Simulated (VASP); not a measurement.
Input of a VASP 6.6.1 run:

File INCAR:

```
  PREC = Accurate
  ENCUT = 690
  EDIFF = 1E-7
  ISMEAR = 0
  SIGMA = 0.1
  LREAL = F
  LASPH = T
  NELM = 120
  ALGO = Normal
  ISIF = 3
  LWAVE = F
  LCHARG = F
  GGA = PE
  IBRION = 2
  NSW = 90
  EDIFFG = -0.04
  GGA_COMPAT = F
  NELMIN = 4
```

File KPOINTS:

```
Automatic mesh
0
Gamma
  6 6 6
```

File POSCAR:

```
Fe
1.0
    0.0000000000      2.3755431895      2.3755431895
    2.3755431895      0.0000000000      2.3755431895
    2.3755431895      2.3755431895      0.0000000000
Fe
2
Direct
    0.5000000000      0.5000000000      0.5000000000
    0.7500000000      0.7500000000      0.7500000000
```

Potentials or basis: VASP PAW PBE potentials, release 64 (Fe_sv).

Run with:

```console
$ cat potpaw_PBE.64/Fe_sv/POTCAR > POTCAR
$ mpirun -np 1 vasp_std > vasp.out
```

**Question.** What does it give for the band gap on the k mesh?

**Answer.** Zero (bands 16 and 17 overlap by 0.68 eV).

**Question.** Predict the space group after relaxing (to 0.1 Å).

**Answer.** Fd-3m (No. 227).

**Question.** Predict the relaxed volume.

**Answer.** 14.35 Å³/atom.

The path:
| step | energy change (eV) | largest force (eV/Å) | pressure (GPa) | volume (Å³) |
| --- | --- | --- | --- | --- |
| 1 | 0.0000 | 0.0000 | 12.90 | 26.81 |
| 2 | 0.0329 | 0.0000 | -11.93 | 31.22 |
| 3 | -0.0701 | 0.0000 | -0.20 | 28.69 |

Caveat: the k points lie up to 0.37 Å⁻¹ apart in the final cell, too coarse for converged energies and pressures of a metal; the run has no spin polarisation, though such a crystal can be magnetic. Spin polarisation is off, so any magnetic state and its effect on volume and gap are missing.
